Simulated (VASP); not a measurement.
W, 1 atom in the cell. It takes space group Fm-3m (No. 225, cubic). The conventional cell has a = 3.987 Å, b = 3.987 Å, c = 3.987 Å, α = 90.00°, β = 90.00°, γ = 90.00°. Within 3.7 Å of W (site symmetry m-3m) lie 12 W at 2.82 Å. 

| Item | Value |
| --- | --- |
| Program | VASP 6.6.1 |
| Task | relaxation of cell and atoms |
| Functional | BLYP |
| Potentials or basis | VASP PAW PBE potentials, release 64 (W_sv) |
| Cutoff | 600 eV |
| k mesh | 14 × 14 × 14 |
| Occupations | fermi-dirac, width 0.1 eV |
| Spin | no spin polarisation |
| Dipole correction | no |
| Further INCAR settings | ALGO = Normal; EDIFF = 1e-06; IBRION = 2; EDIFFG = -0.01; NSW = 80; ISIF = 3 |

Potentials or basis: VASP PAW PBE potentials, release 64 (W_sv).

Launch:

```console
$ cat potpaw_PBE.64/W_sv/POTCAR > POTCAR
$ mpirun -np 1 vasp_std > vasp.out
```

Hardware: 1 thread of Intel Xeon 6975P-C (shared host).

How long does it take, and how much memory?

It took 2.2 min on 1 thread of Intel Xeon 6975P-C, on a shared host, peak memory 0.16 GiB. Counts: scf iterations 69, k points 104, ion steps 18.
